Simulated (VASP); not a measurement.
# CaO (Fm-3m) in VASP: notebook, part 3 of 3

VASP 6.6.1. Earlier steps stand in the parts before.

## Step 6: Single point, PBEsol

This run uses another cell than the first one, of 13.55 Å³/atom, 1.193 times its volume.

File INCAR:

```
SYSTEM = CaO
  PREC = Accurate
  ENCUT = 520
  EDIFF = 1E-6
  ISMEAR = -1
  SIGMA = 0.05
  LREAL = .False.
  LASPH = .True.
  NELM = 60
  ALGO = Normal
  ISIF = 2
  LWAVE = .False.
  LCHARG = .True.
  GGA = PS
  LELF = .True.
  LVHAR = .True.
  NBANDS = 15
```

File KPOINTS:

```
regular mesh
0
Gamma
  10 10 10
  0 0 0
```

File POSCAR:

```
CaO
1.0
    0.0000000000      2.3837602065      2.3837602065
    2.3837602065      0.0000000000      2.3837602065
    2.3837602065      2.3837602065      0.0000000000
Ca O
1 1
Direct
    0.0000000000      0.0000000000      0.0000000000
    0.5000000000      0.5000000000      0.5000000000
```

Potentials or basis: VASP PAW PBE potentials, release 64 (Ca_sv, O).

Launch:

```sh
> cat potpaw_PBE.64/Ca_sv/POTCAR potpaw_PBE.64/O/POTCAR > POTCAR
> mpirun -np 1 vasp_std > vasp.out
```

OUTCAR:

```text
SYSTEM = CaO
   PREC = Accurate
   ENCUT = 520
   EDIFF = 1E-6
   ISMEAR = -1
   LREAL = .False.
   LASPH = .True.
   NELM = 60
   ISIF = 2
   GGA = PS

 ion  position               nearest neighbor table
   1  0.000  0.000  0.000-   2 2.38   2 2.38   2 2.38   2 2.38   2 2.38   2 2.38
   2  0.500  0.500  0.500-   1 2.38   1 2.38   1 2.38   1 2.38   1 2.38   1 2.38

  LATTYP: Found a face centered cubic cell.
 ALAT       =     4.7675204130

  Lattice vectors:

 A1 = (   0.0000000000,   2.3837602065,   2.3837602065)
 A2 = (   2.3837602065,   0.0000000000,   2.3837602065)
 A3 = (   2.3837602065,   2.3837602065,   0.0000000000)

Analysis of symmetry for initial positions (statically):
=====================================================================
 Subroutine PRICEL returns:
 Original cell was already a primitive cell.

 Routine SETGRP: Setting up the symmetry group for a
 face centered cubic supercell.

 Subroutine GETGRP returns: Found 48 space group operations
 (whereof 48 operations were pure point group operations)
 out of a pool of 48 trial point group operations.

The static configuration has the point symmetry O_h .

Analysis of symmetry for dynamics (positions and initial velocities):
=====================================================================
 Subroutine PRICEL returns:
 Original cell was already a primitive cell.

 Routine SETGRP: Setting up the symmetry group for a
 face centered cubic supercell.

 Subroutine GETGRP returns: Found 48 space group operations
 (whereof 48 operations were pure point group operations)
 out of a pool of 48 trial point group operations.

The dynamic configuration has the point symmetry O_h .

 Subroutine INISYM returns: Found 48 space group operations
 (whereof 48 operations are pure point group operations),
 and found     1 'primitive' translations

----------------------------------------------------------------------------------------
[... 121 lines left out ...]
   IVDW    =     0    specifies the selected vdW correction
   LEPSILON=     F    determine dielectric tensor
   LRPA    =     F    only Hartree local field effects (RPA)
 non-spin polarized calculation
  energy-cutoff  :      520.00
  volume of cell :       27.09
 maximum number of plane-waves:       745
 NGX is ok and might be reduce to    28
   NGX = 13   NGY = 13   NGZ = 13

 number of electron      15.9999997 magnetization

 Free energy of the ion-electron system (eV)
  ---------------------------------------------------
  ext. energy  EPLUGINS =         0.00000000
  ---------------------------------------------------
  free energy    TOTEN  =       -13.41081224 eV

  energy without entropy =      -13.41081224  energy(sigma->0) =      -13.41081224

 E-fermi :   3.4637     XC(G=0): -10.8576

 val. band max:        2.3349234780   @ k =   0.0000   0.0000   0.0000
 cond. band min:       5.8563265091   @ k =   0.5000   0.5000   0.0000
 fundamental gap:      3.5214030311
 Fermi energy:         3.4636604150

 k-point     1 :       0.0000    0.0000    0.0000
  band No.  band energies     occupation
      1     -34.9547      2.00000
      2     -15.7767      2.00000
      3     -15.7767      2.00000
      4     -15.7767      2.00000
      5     -13.1570      2.00000
      6       2.3349      2.00000
      7       2.3349      2.00000
      8       2.3349      2.00000
      9       7.0962      0.00000
     10       8.5837      0.00000
     11       8.5837      0.00000
     12       8.5837      0.00000
     13      10.1640      0.00000
     14      10.1640      0.00000
[... 401 lines left out ...]
      2     -16.5151      2.00000
      3     -16.0011      2.00000
      4     -15.9698      2.00000
      5     -12.5788      2.00000
      6       0.6096      2.00000
      7       1.7661      2.00000
      8       1.8715      2.00000
      9       6.5570      0.00000
     10      10.1016      0.00000
     11      11.2750      0.00000
     12      11.3773      0.00000
     13      11.5204      0.00000
     14      13.3196      0.00000
     15      18.1161      0.00000

 [... further k-points ...]

------------------------ aborting loop because EDIFF is reached ----------------------------------------

  FORCE on cell =-STRESS in cart. coord.  units (eV):
  Direction    XX          YY          ZZ          XY          YZ          ZX
  --------------------------------------------------------------------------------------
  -------------------------------------------------------------------------------------
  Total        0.0987729      0.0987729      0.0987729      0.0000000      0.0000000     -0.0000000
  in kB        5.8415834      5.8415834      5.8415834      0.0000000      0.0000000     -0.0000000
  external PRESSURE =       5.8415834 kB  Pullay stress =       0.0000000 kB

 VOLUME and BASIS-vectors are now :
 -----------------------------------------------------------------------------
  energy-cutoff  :      520.00
  volume of cell :       27.09
      direct lattice vectors                 reciprocal lattice vectors
     0.000000000  2.383760206  2.383760206    -0.209752641  0.209752641  0.209752641
     2.383760206  0.000000000  2.383760206     0.209752641 -0.209752641  0.209752641
     2.383760206  2.383760206  0.000000000     0.209752641  0.209752641 -0.209752641

 POSITION                                       TOTAL-FORCE (eV/Angst)
 -----------------------------------------------------------------------------------
      0.00000      0.00000      0.00000         0.000000     -0.000000     -0.000000
      2.38376      2.38376      2.38376         0.000000      0.000000      0.000000
 -----------------------------------------------------------------------------------
    total drift:                                0.000000      0.000000      0.000000

  FREE ENERGIE OF THE ION-ELECTRON SYSTEM (eV)
  ---------------------------------------------------
  free  energy   TOTEN  =       -13.4108122380 eV

  energy  without entropy=      -13.4108122380  energy(sigma->0) =      -13.41081224
```

OSZICAR:

```text
N       E                     dE             d eps       ncg     rms          rms(c)
DAV:   1     0.124829714663E+03    0.12483E+03   -0.84323E+03  1410   0.110E+03
DAV:   2    -0.983682734395E+01   -0.13467E+03   -0.12551E+03  1768   0.289E+02
DAV:   3    -0.148200135519E+02   -0.49832E+01   -0.49559E+01  1664   0.582E+01
DAV:   4    -0.149321143267E+02   -0.11210E+00   -0.11202E+00  2077   0.801E+00
DAV:   5    -0.149332336843E+02   -0.11194E-02   -0.11194E-02  1609   0.713E-01    0.807E+00
DAV:   6    -0.135062961287E+02    0.14269E+01   -0.42465E+00  1593   0.209E+01    0.350E+00
DAV:   7    -0.134272990816E+02    0.78997E-01   -0.35909E-01  1627   0.630E+00    0.177E+00
DAV:   8    -0.134117381609E+02    0.15561E-01   -0.70978E-02  1816   0.287E+00    0.397E-01
DAV:   9    -0.134104690569E+02    0.12691E-02   -0.48393E-03  1480   0.580E-01    0.101E-01
DAV:  10    -0.134108403670E+02   -0.37131E-03   -0.49734E-04  1712   0.257E-01    0.465E-02
DAV:  11    -0.134108128292E+02    0.27538E-04   -0.40078E-05  1974   0.892E-02    0.569E-03
DAV:  12    -0.134108122380E+02    0.59117E-06   -0.61909E-06  1648   0.268E-02
   1 F= -.13410812E+02 E0= -.13410812E+02  d E =-.256713E-11
```

stdout:

```text
POSCAR found type information on POSCAR CaO
 POSCAR found :  2 types and       2 ions
 scaLAPACK will be used
 -----------------------------------------------------------------------------
|                                                                             |
|                                                                             |
|     You enforced a specific xc type in the INCAR file but a different       |
|     I HOPE YOU KNOW WHAT YOU ARE DOING!                                     |
|                                                                             |
 -----------------------------------------------------------------------------

 LDA part: xc-table for (Slater+PW92), standard interpolation
 POSCAR, INCAR and KPOINTS ok, starting setup
 FFT: planning ... GRIDC
 FFT: planning ... GRID_SOFT
 FFT: planning ... GRID
 WAVECAR not read
 entering main loop
```

Wall time 19 s (1 thread of AMD EPYC 9R14 (Zen 4), shared host); peak memory 0.13 GiB.

Results:

| Property | Result |
| --- | --- |
| Free energy | -13.4108 eV |
| Pressure | 0.6 GPa |
| Band gap on the k mesh | 3.52 eV, indirect (least direct gap 3.89 eV) |

Levels at points of the mesh, in eV from the valence-band top:
```
           k point  band 6  band 7  band 8  band 9  band 10  band 11
(0.00, 0.00, 0.00)    0.00    0.00    0.00    4.76     6.25     6.25
(0.50, 0.00, 0.00)   -2.75   -1.27   -1.27    7.13     8.51     8.51
(0.50, 0.50, 0.00)   -1.31   -0.37   -0.37    3.52     8.22     9.06
```

Caveat: the PAW data sets were made with another functional, which shifts forces and pressure a little. A k mesh can miss the band edges.

## Step 7: The runs side by side

```tsv
cell	gap on the mesh (eV)	pressure (GPa)
a = 3.178 Å, angles 60.0°, 2 atoms	3.33	31.4
a = 3.228 Å, angles 60.0°, 2 atoms	3.40	21.1
a = 3.327 Å, angles 60.0°, 2 atoms	3.50	5.8
a = 3.289 Å, angles 60.0°, 2 atoms	3.46	10.8
a = 3.371 Å, angles 60.0°, 2 atoms	3.52	0.6
```

Alike in all rows: task single point; level PBEsol; potentials or basis VASP PAW PBE potentials, release 64 (Ca_sv, O); no spin polarisation; k mesh 10 × 10 × 10; cutoff (eV) 520; smearing fermi-dirac 0.05 eV.

Caveats: the PAW data sets were made with another functional, which shifts forces and pressure a little.

Total energies depend on the potentials used, so only differences within one code and one set of settings carry meaning.
